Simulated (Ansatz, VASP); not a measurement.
## Sb: VASP beside Ansatz

```xyz
1
Lattice="-1.5765 1.5765 2.7119 1.5765 -1.5765 2.7119 1.5765 1.5765 -2.7119" Properties=species:S:1:pos:R:3 pbc="T T T"
Sb    0.0000    0.0000    0.0000
```

Alike in both runs: task relaxation of cell and atoms; functional PBEsol; dispersion D3(BJ); k mesh 12 × 12 × 12; occupations fermi-dirac, width 0.05 eV; no spin polarisation.

|  | VASP | Ansatz |
| --- | --- | --- |
| version | VASP 6.6.1 | Ansatz 0.2.0 |
| potentials or method | VASP PAW PBE potentials, release 64 (Sb) | Ansatz PAW |
| plane-wave cutoff (eV) | 600 | 420 |
| valence electrons in the cell | 5 | 15 |

|  | VASP | Ansatz | Ansatz less VASP |
| --- | --- | --- | --- |
| gap on the k mesh at the Fermi level, each at its own relaxed structure (eV) | none | none | - |
| relaxed volume (Å³/atom) | 25.08 | 25.07 | -0.011 |
| relaxed cell length with the largest relative difference (Å) | 3.380 | 3.380 | +0.0008 |

VASP's potentials were made for PBE, not for PBEsol. A gap of «none» marks a metal or a gap that the smearing closes. VASP's potentials hold 5 valence electrons a cell and Ansatz's 15, so a difference there can come from the potentials and not from the codes.

Spin-orbit coupling is off throughout. Noted on Ansatz's run: the plane-wave basis is chosen anew once the cell has moved, so the energies of steps on either side of that aren't comparable.
